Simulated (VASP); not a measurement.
# Al (Fm-3m) in VASP: further runs, part 2 of 3

VASP 6.6.1.

## 3. Relaxation of cell and atoms, PBE

This run uses another cell than the first one, of 16.60 Å³/atom, 1.043 times its volume.

INCAR

```
SYSTEM = Al
  PREC = Accurate
  ENCUT = 600
  EDIFF = 1E-6
  ISMEAR = -1
  SIGMA = 0.05
  LREAL = .FALSE.
  LASPH = .TRUE.
  NELM = 80
  ALGO = Normal
  ISIF = 3
  LWAVE = .FALSE.
  LCHARG = .FALSE.
  GGA = PE
  IBRION = 2
  NSW = 80
  EDIFFG = -0.01
```

KPOINTS

```
Automatic mesh
0
G
  16 16 16
  0 0 0
```

POSCAR

```
Al
1.0
    0.0000000000      2.0247900000      2.0247900000
    2.0247900000      0.0000000000      2.0247900000
    2.0247900000      2.0247900000      0.0000000000
Al
1
Direct
    0.0000000000      0.0000000000      0.0000000000
```

Potentials or basis: VASP PAW PBE potentials, release 64 (Al).

On the command line:

```bash
cat potpaw_PBE.64/Al/POTCAR > POTCAR
mpirun -np 1 vasp_std > vasp.out
```

OUTCAR:

```text
SYSTEM = Al
   PREC = Accurate
   ENCUT = 600
   EDIFF = 1E-6
   ISMEAR = -1
   LREAL = .FALSE.
   LASPH = .TRUE.
   NELM = 80
   ISIF = 3
   GGA = PE
   IBRION = 2
   NSW = 80
   EDIFFG = -0.01

 ion  position               nearest neighbor table
   1  0.000  0.000  0.000-

  LATTYP: Found a face centered cubic cell.
 ALAT       =     4.0495800000

  Lattice vectors:

 A1 = (   0.0000000000,   2.0247900000,   2.0247900000)
 A2 = (   2.0247900000,   0.0000000000,   2.0247900000)
[... 418 lines left out ...]
 [... further k-points ...]

------------------------ aborting loop because EDIFF is reached ----------------------------------------

  FORCE on cell =-STRESS in cart. coord.  units (eV):
  Direction    XX          YY          ZZ          XY          YZ          ZX
  --------------------------------------------------------------------------------------
  -------------------------------------------------------------------------------------
  Total        0.0095725      0.0095725      0.0095725     -0.0000000      0.0000000      0.0000000
  in kB        0.9317289      0.9317289      0.9317289     -0.0000000      0.0000000      0.0000000
  external PRESSURE =       0.9317289 kB  Pullay stress =       0.0000000 kB

 VOLUME and BASIS-vectors are now :
 -----------------------------------------------------------------------------
  energy-cutoff  :      600.00
  volume of cell :       16.46
      direct lattice vectors                 reciprocal lattice vectors
     0.000000000  2.019010107  2.019010107    -0.247646110  0.247646110  0.247646110
     2.019010107  0.000000000  2.019010107     0.247646110 -0.247646110  0.247646110
     2.019010107  2.019010107  0.000000000     0.247646110  0.247646110 -0.247646110

 POSITION                                       TOTAL-FORCE (eV/Angst)
 -----------------------------------------------------------------------------------
      0.00000      2.01901      2.01901         0.000000      0.000000      0.000000
 -----------------------------------------------------------------------------------
    total drift:                                0.000000      0.000000     -0.000000

  FREE ENERGIE OF THE ION-ELECTRON SYSTEM (eV)
  ---------------------------------------------------
  free  energy   TOTEN  =        -3.7527004102 eV

  energy  without entropy=       -3.7503657590  energy(sigma->0) =       -3.75153308

 reached required accuracy - stopping structural energy minimisation
```

OSZICAR:

```text
N       E                     dE             d eps       ncg     rms          rms(c)
DAV:   1    -0.676246211506E+00   -0.67625E+00   -0.93440E+02  1475   0.376E+02
DAV:   2    -0.375083670174E+01   -0.30746E+01   -0.27790E+01  1845   0.357E+01
DAV:   3    -0.377484330352E+01   -0.24007E-01   -0.23834E-01  1945   0.395E+00
DAV:   4    -0.377493902574E+01   -0.95722E-04   -0.95696E-04  1885   0.230E-01
DAV:   5    -0.377493946527E+01   -0.43953E-06   -0.44000E-06  1975   0.149E-02    0.129E+00
DAV:   6    -0.376195830404E+01    0.12981E-01   -0.16915E-03  1760   0.314E-01    0.751E-01
DAV:   7    -0.375249078341E+01    0.94675E-02   -0.50912E-03  1675   0.510E-01    0.145E-01
DAV:   8    -0.375248672300E+01    0.40604E-05   -0.24439E-05  1875   0.531E-02    0.680E-03
DAV:   9    -0.375248529076E+01    0.14322E-05   -0.98003E-07  1755   0.679E-03    0.116E-03
DAV:  10    -0.375248487775E+01    0.41301E-06   -0.56621E-09  1030   0.826E-04
   1 F= -.37524849E+01 E0= -.37512977E+01  d E =-.375248E+01
       N       E                     dE             d eps       ncg     rms          rms(c)
DAV:   1    -0.375272519117E+01   -0.23990E-03   -0.36852E-03  1795   0.383E-01    0.505E-02
DAV:   2    -0.375271051851E+01    0.14673E-04   -0.23385E-05  1595   0.424E-02    0.188E-02
DAV:   3    -0.375270083918E+01    0.96793E-05   -0.33921E-06  1815   0.121E-02    0.588E-03
DAV:   4    -0.375270041022E+01    0.42897E-06   -0.31792E-07   850   0.364E-03
   2 F= -.37527004E+01 E0= -.37515331E+01  d E =-.215532E-03
```

CONTCAR:

```text
Al
   1.00000000000000
     0.0000000000000000    2.0190101072064137    2.0190101072064137
     2.0190101072064137    0.0000000000000000    2.0190101072064137
     2.0190101072064137    2.0190101072064137    0.0000000000000000
  Al
     1
Direct
     1.0000000000000000    0.0000000000000000    0.0000000000000000

  0.00000000E+00  0.00000000E+00  0.00000000E+00
```

Run time: 8.4 s. Hardware: 1 thread of Intel Xeon 6975P-C, shared host; peak memory 0.14 GiB.

What came out:

| Quantity | Value |
| --- | --- |
| Free energy | -3.7527 eV |
| Relaxed volume | 16.46 Å³/atom |
| Relaxed cell | a = 2.855 Å, b = 2.855 Å, c = 2.855 Å, α = 60.00°, β = 60.00°, γ = 60.00° |
| Space group after relaxing (to 0.05 Å) | Fm-3m (No. 225) |
| Energy gained by relaxing | 0.2 meV/atom |
| Ionic steps | 2 |
| Pressure after relaxing | 0.1 GPa |

Step by step:
| step | energy change (eV) | largest force (eV/Å) | pressure (GPa) | volume (Å³) |
| --- | --- | --- | --- | --- |
| 1 | 0.0000 | 0.0000 | -0.57 | 16.60 |
| 2 | -0.0002 | 0.0000 | 0.09 | 16.46 |

Final structure:
```
CELL_PARAMETERS angstrom
0.00000 2.01901 2.01901
2.01901 0.00000 2.01901
2.01901 2.01901 0.00000
ATOMIC_POSITIONS crystal
Al 0.00000 0.00000 0.00000
```

Levels at points of the mesh, in eV from the Fermi level:
| k point | band 1 | band 2 | band 3 | band 4 | band 5 |
| --- | --- | --- | --- | --- | --- |
| (0.00, 0.00, 0.00) | -11.19 | 12.59 | 12.59 | 12.59 | 14.10 |
| (0.50, 0.00, 0.00) | -4.64 | -4.42 | 11.40 | 11.40 | 11.43 |
| (0.50, 0.50, 0.00) | -2.97 | -1.64 | 5.22 | 5.57 | 5.57 |

## 4. Relaxation of cell and atoms, LDA

This run uses another cell than the first one, of 16.60 Å³/atom, 1.043 times its volume.

INCAR

```
SYSTEM = Al
PREC = Accurate
ENCUT = 600
EDIFF = 1E-7
ISMEAR = -1
SIGMA = 0.05
LREAL = .FALSE.
LASPH = .TRUE.
NELM = 60
ALGO = Normal
ISIF = 3
LWAVE = .FALSE.
LCHARG = .FALSE.
IBRION = 2
NSW = 80
EDIFFG = -0.01
```

KPOINTS

```
regular mesh
0
G
  16 16 16
  0 0 0
```

POSCAR is that of step 3.

Potentials or basis: VASP PAW LDA potentials, release 64 (Al).

On the command line:

```bash
cat potpaw_LDA.64/Al/POTCAR > POTCAR
mpirun -np 1 vasp_std > vasp.out
```

OUTCAR:

```text
SYSTEM = Al
   PREC = Accurate
   ENCUT = 600
   EDIFF = 1E-7
   ISMEAR = -1
   LREAL = .FALSE.
   LASPH = .TRUE.
   NELM = 60
   ISIF = 3
   IBRION = 2
   NSW = 80
   EDIFFG = -0.01

 ion  position               nearest neighbor table
   1  0.000  0.000  0.000-

  LATTYP: Found a face centered cubic cell.
 ALAT       =     4.0495800000

  Lattice vectors:

 A1 = (   0.0000000000,   2.0247900000,   2.0247900000)
 A2 = (   2.0247900000,   0.0000000000,   2.0247900000)
 A3 = (   2.0247900000,   2.0247900000,   0.0000000000)

Analysis of symmetry for initial positions (statically):
=====================================================================
 Subroutine PRICEL returns:
 Original cell was already a primitive cell.

 Routine SETGRP: Setting up the symmetry group for a
 face centered cubic supercell.

 Subroutine GETGRP returns: Found 48 space group operations
 (whereof 48 operations were pure point group operations)
 out of a pool of 48 trial point group operations.

The static configuration has the point symmetry O_h .

Analysis of symmetry for dynamics (positions and initial velocities):
=====================================================================
 Subroutine PRICEL returns:
 Original cell was already a primitive cell.

 Routine SETGRP: Setting up the symmetry group for a
 face centered cubic supercell.

 Subroutine GETGRP returns: Found 48 space group operations
 (whereof 48 operations were pure point group operations)
 out of a pool of 48 trial point group operations.

The dynamic configuration has the point symmetry O_h .

 Subroutine INISYM returns: Found 48 space group operations
 (whereof 48 operations are pure point group operations),
 and found     1 'primitive' translations

[... 117 lines left out ...]
   GGA     = CA    functional components
   LHFCALC =     F    Hartree Fock is set to
   AEXX    =    0.0000 exact exchange contribution
   IVDW    =     0    specifies the selected vdW correction
   LEPSILON=     F    determine dielectric tensor
   LRPA    =     F    only Hartree local field effects (RPA)
 conjugate gradient relaxation of ions
 non-spin polarized calculation
  energy-cutoff  :      600.00
  volume of cell :       16.60
 maximum number of plane-waves:       568
   NGX = 11   NGY = 11   NGZ = 11

--------------------------------------- Ionic step        1  -------------------------------------------

 number of electron       3.0000000 magnetization

 Free energy of the ion-electron system (eV)
  ---------------------------------------------------
  ext. energy  EPLUGINS =         0.00000000
  ---------------------------------------------------
  free energy    TOTEN  =        -4.18897100 eV

  energy without entropy =       -4.18649304  energy(sigma->0) =       -4.18773202

------------------------ aborting loop because EDIFF is reached ----------------------------------------

  FORCE on cell =-STRESS in cart. coord.  units (eV):
  Direction    XX          YY          ZZ          XY          YZ          ZX
  --------------------------------------------------------------------------------------
  -------------------------------------------------------------------------------------
  Total       -0.3825366     -0.3825366     -0.3825366      0.0000000      0.0000000     -0.0000000
  in kB      -36.9159106    -36.9159106    -36.9159106      0.0000000      0.0000000     -0.0000000
  external PRESSURE =     -36.9159106 kB  Pullay stress =       0.0000000 kB
[... 57 lines left out ...]
--------------------------------------- Ionic step        3  -------------------------------------------

 number of electron       3.0000000 magnetization

 Free energy of the ion-electron system (eV)
  ---------------------------------------------------
  ext. energy  EPLUGINS =         0.00000000
  ---------------------------------------------------
  free energy    TOTEN  =        -4.19846670 eV

  energy without entropy =       -4.19621650  energy(sigma->0) =       -4.19734160

 E-fermi :   8.2732     XC(G=0): -10.5016

 val. band max:        8.2317596344   @ k =  -0.2500   0.3125   0.1250
 cond. band min:       8.3621993779   @ k =   0.4375   0.4375   0.0000
 fundamental gap:      0.1304397435
 Fermi energy:         8.2732352097

 k-point     1 :       0.0000    0.0000    0.0000
  band No.  band energies     occupation
      1      -3.1571      2.00000
      2      21.0408      0.00000
      3      21.0408      0.00000
      4      21.0408      0.00000
      5      22.6907      0.00000
[... 177 lines left out ...]
 k-point    24 :      -0.0625    0.0625    0.0000
  band No.  band energies     occupation
      1      -2.8668      2.00000
      2      18.1729      0.00000
      3      18.9495      0.00000
      4      21.3230      0.00000
      5      22.8672      0.00000

 [... further k-points ...]

------------------------ aborting loop because EDIFF is reached ----------------------------------------

  FORCE on cell =-STRESS in cart. coord.  units (eV):
  Direction    XX          YY          ZZ          XY          YZ          ZX
  --------------------------------------------------------------------------------------
  -------------------------------------------------------------------------------------
  Total        0.0005572      0.0005572      0.0005572     -0.0000000     -0.0000000     -0.0000000
  in kB        0.0564518      0.0564518      0.0564518     -0.0000000     -0.0000000     -0.0000000
  external PRESSURE =       0.0564518 kB  Pullay stress =       0.0000000 kB
[... 16 lines left out ...]
  FREE ENERGIE OF THE ION-ELECTRON SYSTEM (eV)
  ---------------------------------------------------
  free  energy   TOTEN  =        -4.1984667049 eV

  energy  without entropy=       -4.1962165025  energy(sigma->0) =       -4.19734160

 reached required accuracy - stopping structural energy minimisation
```

OSZICAR:

```text
N       E                     dE             d eps       ncg     rms          rms(c)
DAV:   1    -0.113973670360E+01   -0.11397E+01   -0.96546E+02  1500   0.381E+02
DAV:   2    -0.419378054963E+01   -0.30540E+01   -0.27561E+01  1840   0.355E+01
DAV:   3    -0.421774142628E+01   -0.23961E-01   -0.23764E-01  1935   0.382E+00
[... 15 lines left out ...]
       N       E                     dE             d eps       ncg     rms          rms(c)
DAV:   1    -0.419849139879E+01   -0.25329E-03   -0.26317E-03  1805   0.324E-01    0.412E-02
DAV:   2    -0.419847668184E+01    0.14717E-04   -0.15862E-05  1555   0.348E-02    0.162E-02
DAV:   3    -0.419846715868E+01    0.95232E-05   -0.38289E-06  1795   0.117E-02    0.477E-03
DAV:   4    -0.419846670588E+01    0.45280E-06   -0.23740E-07  1810   0.294E-03    0.308E-03
DAV:   5    -0.419846670491E+01    0.96846E-09   -0.16414E-09   795   0.424E-04
   3 F= -.41984667E+01 E0= -.41973416E+01  d E =-.949570E-02
```

CONTCAR:

```text
Al
   1.00000000000000
     0.0000000000000000    1.9922521169247107    1.9922521169247107
     1.9922521169247107    0.0000000000000000    1.9922521169247107
     1.9922521169247107    1.9922521169247107   -0.0000000000000000
  Al
     1
Direct
     0.0000000000000000    0.0000000000000000    0.0000000000000000

  0.00000000E+00  0.00000000E+00  0.00000000E+00
```

Wall time 14 s (1 thread of Intel Xeon 6975P-C, shared host); peak memory 0.13 GiB.

What came out:

* Free energy: -4.1985 eV
* Relaxed volume: 15.81 Å³/atom
* Relaxed cell: a = 2.817 Å, b = 2.817 Å, c = 2.817 Å, α = 60.00°, β = 60.00°, γ = 60.00°
* Space group after relaxing (to 0.05 Å): Fm-3m (No. 225)
* Energy gained by relaxing: 9.5 meV/atom
* Ionic steps: 3
* Pressure after relaxing: 0.0 GPa

Step by step:
| step | energy change (eV) | largest force (eV/Å) | pressure (GPa) | volume (Å³) |
| --- | --- | --- | --- | --- |
| 1 | 0.0000 | 0.0000 | -3.69 | 16.60 |
| 2 | -0.0093 | 0.0000 | 0.64 | 15.70 |
| 3 | -0.0095 | 0.0000 | 0.01 | 15.81 |

Final structure:
```
Al
1.0
     0.00000    1.99225    1.99225
     1.99225    0.00000    1.99225
     1.99225    1.99225    0.00000
Al
1
Direct
  0.00000 0.00000 0.00000
```

Levels at points of the mesh, in eV from the Fermi level:
| k point | band 1 | band 2 | band 3 | band 4 |
| --- | --- | --- | --- | --- |
| (0.00, 0.00, 0.00) | -11.43 | 12.77 | 12.77 | 12.77 |
| (0.50, 0.00, 0.00) | -4.75 | -4.49 | 11.59 | 11.59 |
| (0.50, 0.50, 0.00) | -3.04 | -1.66 | 5.27 | 5.70 |

LDA usually gives volumes a few per cent too small. Zero-point motion and thermal expansion aren't in these numbers.

[end of part 2 of 3]
